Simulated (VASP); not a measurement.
Input of a VASP 6.6.1 run:

INCAR

```
SYSTEM = Zr
PREC = Accurate
ENCUT = 520
EDIFF = 1E-7
ISMEAR = -1
SIGMA = 0.1
LREAL = .FALSE.
LASPH = .TRUE.
NELM = 60
ALGO = Normal
ISIF = 2
LWAVE = .FALSE.
LCHARG = .FALSE.
GGA = PE
NBANDS = 25
```

File KPOINTS:

```
regular mesh
0
G
  8 8 11
  0 0 0
```

File POSCAR:

```
Zr
1.0
    3.9163052267      0.0000000000      0.0000000000
   -1.9581526134      3.3916198153      0.0000000000
    0.0000000000      0.0000000000      2.2462186958
Zr
3
Direct
    0.0000000000      0.0000000000      0.0000000000
    0.3333333333      0.6666666667      0.5000000000
    0.6666666667      0.3333333333      0.5000000000
```

Potentials or basis: VASP PAW PBE potentials, release 64 (Zr_sv).

Command:

```sh
$ cat potpaw_PBE.64/Zr_sv/POTCAR > POTCAR
$ mpirun -np 1 vasp_std > vasp.out
```

Question: What does it give for the pressure?

Answer: 325.7 GPa.

Question: Predict the band gap on the k mesh.

Answer: Zero (band 18 reaches 24.04 eV, above the bottom of band 19 at 21.05 eV).

Stress tensor (GPa, compression positive):
```
325.12   0.00   0.00
  0.00 325.12   0.00
  0.00   0.00 326.99
```
